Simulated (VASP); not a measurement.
# CuO (P1) in VASP: further runs

Aim: see how the results for CuO move with the level of theory and the settings. Levels: PBE+U, PBE. Tasks: single point.

Everything below comes from runs of VASP 6.6.1. Logs are shortened: lines on timing, memory, paths and dates and some standing lists are left out, and cuts for length are marked.

## (1) The cell of the first run

The typed cell holds 4 atoms: a = 2.883 Å, b = 2.899 Å, c = 5.178 Å, α = 95.58°, β = 94.58°, γ = 73.84°.

## (2) Single point, PBE+U

INCAR

```
SYSTEM = CuO
ALGO = Normal ; EDIFF = 1E-7
ENCUT = 520 ; GGA = PE
ISIF = 2 ; ISMEAR = -1
LASPH = .True. ; LCHARG = .False.
LDAU = .True. ; LDAUJ = 0 0
LDAUL = 2 -1 ; LDAUPRINT = 1
LDAUTYPE = 2 ; LDAUU = 5 0
LMAXMIX = 4 ; LREAL = .False.
LWAVE = .False. ; NBANDS = 25
NELM = 150 ; PREC = Accurate
SIGMA = 0.05
```

KPOINTS

```
k-points
0
Gamma
  10 10 5
  0 0 0
```

POSCAR

```
CuO
1.0
    2.3055752800     -1.7296126400      0.0728065900
    2.3157556600      1.7435441000      0.0481486400
   -0.7080927800     -0.0389675500      5.1290691300
Cu O
2 2
Direct
    0.0142532200      0.4796454100      0.0604322300
    0.4708797100      0.1540682100      0.4741201700
    0.5692681500      0.2960328600      0.2639427200
    0.4455989200      0.5702535100      0.7015048700
```

Potentials or basis: VASP PAW PBE potentials, release 64 (Cu, O).

Started as:

```bash
cat potpaw_PBE.64/Cu/POTCAR potpaw_PBE.64/O/POTCAR > POTCAR
mpirun -np 1 vasp_std > vasp.out
```

OUTCAR:

```text
SYSTEM = CuO
   EDIFF = 1E-7
   ENCUT = 520
   GGA = PE
   ISIF = 2
   ISMEAR = -1
   LASPH = .True.
   LREAL = .False.
   NELM = 150
   PREC = Accurate

 ion  position               nearest neighbor table
   1  0.014  0.480  0.060-   3 1.82   3 1.94   4 2.36   2 2.54
   2  0.471  0.154  0.474-   3 1.28   4 1.59   4 2.17   1 2.54
   3  0.569  0.296  0.264-   2 1.28   1 1.82   1 1.94
   4  0.446  0.570  0.702-   2 1.59   2 2.17   1 2.36

  LATTYP: Found a triclinic cell.
 ALAT       =     2.8831472484
 B/A-ratio  =     3.4975557396
 C/A-ratio  =     1.2046763103
 COS(alpha) =     0.0024017744
 COS(beta)  =     0.5977220526
 COS(gamma) =     0.6909142663

  Lattice vectors:

 A1 = (   2.3055752800,  -1.7296126400,   0.0728065900)
 A2 = (   8.5345691000,  -0.0111046300,   5.3709795900)
 A3 = (  -0.0101803800,  -3.4731567400,   0.0246579500)

Analysis of symmetry for initial positions (statically):
=====================================================================
 Subroutine PRICEL returns:
 Original cell was already a primitive cell.

 Routine SETGRP: Setting up the symmetry group for a
 triclinic supercell.

 Subroutine GETGRP returns: Found  1 space group operations
 (whereof  1 operations were pure point group operations)
 out of a pool of  2 trial point group operations.

The static configuration has the point symmetry C_1 .

Analysis of symmetry for dynamics (positions and initial velocities):
=====================================================================
 Subroutine PRICEL returns:
 Original cell was already a primitive cell.

 Routine SETGRP: Setting up the symmetry group for a
 triclinic supercell.

 Subroutine GETGRP returns: Found  1 space group operations
 (whereof  1 operations were pure point group operations)
 out of a pool of  2 trial point group operations.

The dynamic configuration has the point symmetry C_1 .

 Subroutine INISYM returns: Found  1 space group operations
 (whereof  1 operations are pure point group operations),
 and found     1 'primitive' translations

----------------------------------------------------------------------------------------

                                     Primitive cell

  volume of cell :      41.3086

  direct lattice vectors                    reciprocal lattice vectors
     2.305575280 -1.729612640  0.072806590     0.216532106 -0.288360522  0.027702516
     2.315755660  1.743544100  0.048148640     0.214688209  0.287519154  0.031823141
    -0.708092780 -0.038967550  5.129069130    -0.005089015  0.001394189  0.194275181

  length of vectors
     2.883147248  2.899135836  5.177862879     0.361670254  0.360237426  0.194346823

  position of ions in fractional coordinates (direct lattice)
     0.014253220  0.479645410  0.060432230
     0.470879710  0.154068210  0.474120170
     0.569268150  0.296032860  0.263942720
     0.445598920  0.570253510  0.701504870

  ion indices of the primitive-cell ions
   primitive index   ion index
                 1           1
                 2           2
                 3           3
                 4           4

----------------------------------------------------------------------------------------

 KPOINTS: k-points

Automatic generation of k-mesh.
 Grid dimensions read from file:
 generate k-points for:   10   10    5
[... 96 lines left out ...]
   IVDW    =     0    specifies the selected vdW correction
   LEPSILON=     F    determine dielectric tensor
   LRPA    =     F    only Hartree local field effects (RPA)
 non-spin polarized calculation
  energy-cutoff  :      520.00
  volume of cell :       41.31
 maximum number of plane-waves:      1136
 NGX is ok and might be reduce to    24
   NGX = 11   NGY = 11   NGZ = 19

atom =   1  type =  1  l = 2

 onsite density matrix

spin component  1

  0.9458 -0.0085 -0.0016  0.0016 -0.0092
 -0.0085  0.9489  0.0038  0.0116 -0.0122
 -0.0016  0.0038  0.9431 -0.0069  0.0046
  0.0016  0.0116 -0.0069  0.9464  0.0177
 -0.0092 -0.0122  0.0046  0.0177  0.9437

spin component  2

  0.9458 -0.0085 -0.0016  0.0016 -0.0092
 -0.0085  0.9489  0.0038  0.0116 -0.0122
 -0.0016  0.0038  0.9431 -0.0069  0.0046
  0.0016  0.0116 -0.0069  0.9464  0.0177
 -0.0092 -0.0122  0.0046  0.0177  0.9437

 occupancies and eigenvectors

  o =  0.9122  v =  0.2938  0.4615 -0.2474 -0.5298  0.5991  0.0000  0.0000  0.0000  0.0000  0.0000      0.0000  0.0000  0.0000  0.0000  0.0000  0.0000  0.0000  0.0000  0.0000  0.0000
  o =  0.9122  v =  0.0000  0.0000  0.0000  0.0000  0.0000  0.2938  0.4615 -0.2474 -0.5298  0.5991      0.0000  0.0000  0.0000  0.0000  0.0000  0.0000  0.0000  0.0000  0.0000  0.0000
  o =  0.9411  v = -0.6119 -0.1345 -0.7473 -0.2042 -0.0855  0.0000  0.0000  0.0000  0.0000  0.0000      0.0000  0.0000  0.0000  0.0000  0.0000  0.0000  0.0000  0.0000  0.0000  0.0000
  o =  0.9411  v =  0.0000  0.0000  0.0000  0.0000  0.0000 -0.6119 -0.1345 -0.7473 -0.2042 -0.0855      0.0000  0.0000  0.0000  0.0000  0.0000  0.0000  0.0000  0.0000  0.0000  0.0000
  o =  0.9509  v = -0.6220 -0.0563  0.6125 -0.4322  0.2191  0.0000  0.0000  0.0000  0.0000  0.0000      0.0000  0.0000  0.0000  0.0000  0.0000  0.0000  0.0000  0.0000  0.0000  0.0000
  o =  0.9509  v =  0.0000  0.0000  0.0000  0.0000  0.0000 -0.6220 -0.0563  0.6125 -0.4322  0.2191      0.0000  0.0000  0.0000  0.0000  0.0000  0.0000  0.0000  0.0000  0.0000  0.0000
  o =  0.9589  v =  0.0000  0.0000  0.0000  0.0000  0.0000  0.2134 -0.8468 -0.0650 -0.0452  0.4808      0.0000  0.0000  0.0000  0.0000  0.0000  0.0000  0.0000  0.0000  0.0000  0.0000
  o =  0.9589  v =  0.2134 -0.8468 -0.0650 -0.0452  0.4808  0.0000  0.0000  0.0000  0.0000  0.0000      0.0000  0.0000  0.0000  0.0000  0.0000  0.0000  0.0000  0.0000  0.0000  0.0000
  o =  0.9648  v =  0.3269 -0.2209  0.0313 -0.6991 -0.5955  0.0000  0.0000  0.0000  0.0000  0.0000      0.0000  0.0000  0.0000  0.0000  0.0000  0.0000  0.0000  0.0000  0.0000  0.0000
  o =  0.9648  v =  0.0000  0.0000  0.0000  0.0000  0.0000  0.3269 -0.2209  0.0313 -0.6991 -0.5955      0.0000  0.0000  0.0000  0.0000  0.0000  0.0000  0.0000  0.0000  0.0000  0.0000

atom =   2  type =  1  l = 2

 onsite density matrix

spin component  1

  0.9908 -0.0225 -0.0145 -0.0008  0.0015
 -0.0225  0.9679 -0.0044 -0.0760  0.0204
 -0.0145 -0.0044  1.0322 -0.0282 -0.0043
 -0.0008 -0.0760 -0.0282  0.9100  0.0158
  0.0015  0.0204 -0.0043  0.0158  0.9794

spin component  2

  0.9908 -0.0225 -0.0145 -0.0008  0.0015
 -0.0225  0.9679 -0.0044 -0.0760  0.0204
 -0.0145 -0.0044  1.0322 -0.0282 -0.0043
 -0.0008 -0.0760 -0.0282  0.9100  0.0158
  0.0015  0.0204 -0.0043  0.0158  0.9794

 occupancies and eigenvectors

  o =  0.8479  v =  0.1081  0.5572  0.1389  0.7917 -0.1781  0.0000  0.0000  0.0000  0.0000  0.0000      0.0000  0.0000  0.0000  0.0000  0.0000  0.0000  0.0000  0.0000  0.0000  0.0000
  o =  0.8479  v =  0.0000  0.0000  0.0000  0.0000  0.0000  0.1081  0.5572  0.1389  0.7917 -0.1781      0.0000  0.0000  0.0000  0.0000  0.0000  0.0000  0.0000  0.0000  0.0000  0.0000
  o =  0.9799  v = -0.2368 -0.1764  0.1682  0.3255  0.8824  0.0000  0.0000  0.0000  0.0000  0.0000      0.0000  0.0000  0.0000  0.0000  0.0000  0.0000  0.0000  0.0000  0.0000  0.0000
  o =  0.9799  v =  0.0000  0.0000  0.0000  0.0000  0.0000 -0.2368 -0.1764  0.1682  0.3255  0.8824      0.0000  0.0000  0.0000  0.0000  0.0000  0.0000  0.0000  0.0000  0.0000  0.0000
  o =  0.9833  v =  0.0000  0.0000  0.0000  0.0000  0.0000 -0.8762 -0.2095 -0.1776  0.2249 -0.3261      0.0000  0.0000  0.0000  0.0000  0.0000  0.0000  0.0000  0.0000  0.0000  0.0000
  o =  0.9833  v = -0.8762 -0.2095 -0.1776  0.2249 -0.3261  0.0000  0.0000  0.0000  0.0000  0.0000      0.0000  0.0000  0.0000  0.0000  0.0000  0.0000  0.0000  0.0000  0.0000  0.0000
  o =  1.0195  v =  0.0000  0.0000  0.0000  0.0000  0.0000 -0.2294  0.6825 -0.5633 -0.2856  0.2876      0.0000  0.0000  0.0000  0.0000  0.0000  0.0000  0.0000  0.0000  0.0000  0.0000
  o =  1.0195  v = -0.2294  0.6825 -0.5633 -0.2856  0.2876  0.0000  0.0000  0.0000  0.0000  0.0000      0.0000  0.0000  0.0000  0.0000  0.0000  0.0000  0.0000  0.0000  0.0000  0.0000
  o =  1.0497  v =  0.3347 -0.3856 -0.7769  0.3676  0.0252  0.0000  0.0000  0.0000  0.0000  0.0000      0.0000  0.0000  0.0000  0.0000  0.0000  0.0000  0.0000  0.0000  0.0000  0.0000
  o =  1.0497  v =  0.0000  0.0000  0.0000  0.0000  0.0000  0.3347 -0.3856 -0.7769  0.3676  0.0252      0.0000  0.0000  0.0000  0.0000  0.0000  0.0000  0.0000  0.0000  0.0000  0.0000

 number of electron      33.9999990 magnetization

 Free energy of the ion-electron system (eV)
  ---------------------------------------------------
  ext. energy  EPLUGINS =         0.00000000
  ---------------------------------------------------
  free energy    TOTEN  =        -7.83835940 eV

  energy without entropy =       -7.82211013  energy(sigma->0) =       -7.83023477

 E-fermi :   5.3793     XC(G=0): -11.5654

 val. band max:        5.3739847638   @ k =   0.0000  -0.3000   0.2000
 cond. band min:       5.3943188746   @ k =  -0.2000   0.2000   0.4000
 fundamental gap:      0.0203341108
 Fermi energy:         5.3793442388

 k-point     1 :       0.0000    0.0000    0.0000
  band No.  band energies     occupation
      1     -16.8576      2.00000
      2     -13.3266      2.00000
      3      -4.9705      2.00000
      4      -4.5362      2.00000
      5      -3.9871      2.00000
      6      -1.7687      2.00000
[... 661 lines left out ...]
     24      18.0304      0.00000
     25      20.7964      0.00000

 [... further k-points ...]

------------------------ aborting loop because EDIFF is reached ----------------------------------------

  FORCE on cell =-STRESS in cart. coord.  units (eV):
  Direction    XX          YY          ZZ          XY          YZ          ZX
  --------------------------------------------------------------------------------------
  -------------------------------------------------------------------------------------
  Total       19.2361266      6.0014248     37.7888848      1.9751976      0.1425229    -17.0708524
  in kB      746.0843190    232.7687380   1465.6637961     76.6091821      5.5278351   -662.1029046
  external PRESSURE =     814.8389510 kB  Pullay stress =       0.0000000 kB

 VOLUME and BASIS-vectors are now :
 -----------------------------------------------------------------------------
  energy-cutoff  :      520.00
  volume of cell :       41.31
      direct lattice vectors                 reciprocal lattice vectors
     2.305575280 -1.729612640  0.072806590     0.216532106 -0.288360522  0.027702516
     2.315755660  1.743544100  0.048148640     0.214688209  0.287519154  0.031823141
    -0.708092780 -0.038967550  5.129069130    -0.005089015  0.001394189  0.194275181

 POSITION                                       TOTAL-FORCE (eV/Angst)
 -----------------------------------------------------------------------------------
      1.10081      0.80928      0.33409        -0.003011      1.153322     -3.104385
      1.10671     -0.56429      2.47350       -22.789970     -6.138810     27.443876
      1.81113     -0.47875      1.40948        19.772977      1.919944    -29.351254
      1.85120      0.19621      3.65797         3.020004      3.065545      5.011762
 -----------------------------------------------------------------------------------
    total drift:                               -0.000058     -0.001989     -0.001353

  FREE ENERGIE OF THE ION-ELECTRON SYSTEM (eV)
  ---------------------------------------------------
  free  energy   TOTEN  =        -7.8383594038 eV

  energy  without entropy=       -7.8221101341  energy(sigma->0) =       -7.83023477
```

Wall time 11 min (1 thread of AMD EPYC 7R13, shared host); peak memory 0.3 GiB.

What came out:

```
Free energy            : -7.8384 eV
Pressure               : 81.5 GPa
Largest force          : 36.197 eV/Å
Band gap on the k mesh : zero (band 17 reaches 5.60 eV, above the bottom of band 18 at 5.17 eV)
```

Forces in eV/Å, atoms in the order of the input:
```
Cu   -0.003   1.153  -3.104
Cu  -22.790  -6.139  27.444
O    19.773   1.920 -29.351
O     3.020   3.066   5.012
```

Eigenvalues of the final occupation matrices:
```csv
site,spin,trace,eigenvalues
site 1 d,1,4.73,0.91 0.94 0.95 0.96 0.96
site 1 d,2,4.73,0.91 0.94 0.95 0.96 0.96
site 2 d,1,4.88,0.85 0.98 0.98 1.02 1.05
site 2 d,2,4.88,0.85 0.98 0.98 1.02 1.05
```

Caveat: U without spin polarisation on a metal has little footing; forces of over 1 eV/Å act on the atoms, so gaps and moduli don't describe the material at rest.

(Continued in part 2 of 2.)
